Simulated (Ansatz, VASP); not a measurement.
Co: VASP beside Ansatz

Contents of INCAR:

```
PREC = Accurate ; ENCUT = 520
EDIFF = 1E-6 ; ISMEAR = -1
SIGMA = 0.08 ; LREAL = False
LASPH = True ; NELM = 150
ALGO = Normal ; ISIF = 2
LWAVE = False ; LCHARG = False
ISPIN = 2 ; MAGMOM = 1.7 1.7
LORBIT = 11 ; LMAXMIX = 4
NBANDS = 20
```

File KPOINTS:

```
regular mesh
0
Gamma
  12 12 12
```

POSCAR

```
Co
1.0
    2.5074000000      0.0000000000      0.0000000000
   -1.2537000000      2.1714720974      0.0000000000
    0.0000000000      0.0000000000      4.0699000000
Co
2
Direct
    0.3333333333      0.6666666667      0.2500000000
    0.6666666667      0.3333333333      0.7500000000
```

Input for Ansatz:

```yaml
crystal:
  lattice:
    - [2.5074, 0.0, 0.0]
    - [-1.2537, 2.1714720974, 0.0]
    - [0.0, 0.0, 4.0699]
  atoms:
    - { symbol: Co, position: [0.3333333333, 0.6666666667, 0.25], spin: 1.7 }
    - { symbol: Co, position: [0.6666666667, 0.3333333333, 0.75], spin: 1.7 }
magnetization:
  spin_polarized: true
kpoints:
  mp_grid: { grid: [12, 12, 12] }
  band_path:
    path:
      - [0.0, 0.0, 0.0]
      - [0.5, 0.0, 0.0]
      - [0.3333333333, 0.3333333333, 0.0]
      - [0.0, 0.0, 0.0]
      - [0.0, 0.0, 0.5]
      - [0.5, 0.0, 0.5]
      - [0.3333333333, 0.3333333333, 0.5]
      - [0.0, 0.0, 0.5]
      - [0.5, 0.0, 0.5]
    npoints: 8
scf:
  occupations: { method: fermi_dirac, width: 0.08 }
  lower_state_search: "off"
hamiltonian:
  xc: lda
  pseudopotentials: { kind: all_electron, datasets: crystal }
output:
  eigenvalues: false
  eigenstates:
    nscf_kmesh: { grid: [12, 12, 12] }
    top_band: c20
    exchange_couplings: { magnetic: [{ species: Co }] }
```

Alike in both runs: task single point; functional LDA; k mesh 12 × 12 × 12; occupations fermi-dirac, width 0.08 eV; collinear spin.

|  | VASP | Ansatz |
| --- | --- | --- |
| version | VASP 6.6.1 | Ansatz 0.2.0 |
| potentials or method | VASP PAW LDA potentials, release 64 (Co), cutoff 520 eV | all-electron PAW with datasets made for the crystal, scalar-relativistic |

|  | VASP | Ansatz | Ansatz less VASP |
| --- | --- | --- | --- |
| net moment per atom (μB) | 1.56 | 1.60 | +0.044 |
| size of the moment on the site where the two differ most (μB) | 1.56 | 1.65 | +0.090 |

LDA's correlation is that of Perdew and Zunger in VASP and of Perdew and Wang (1992) in Ansatz. Site moments also hang on the region over which each program counts them. Ansatz ran all-electron here, and VASP with PAW potentials. Ansatz's warnings: band levels unverified.
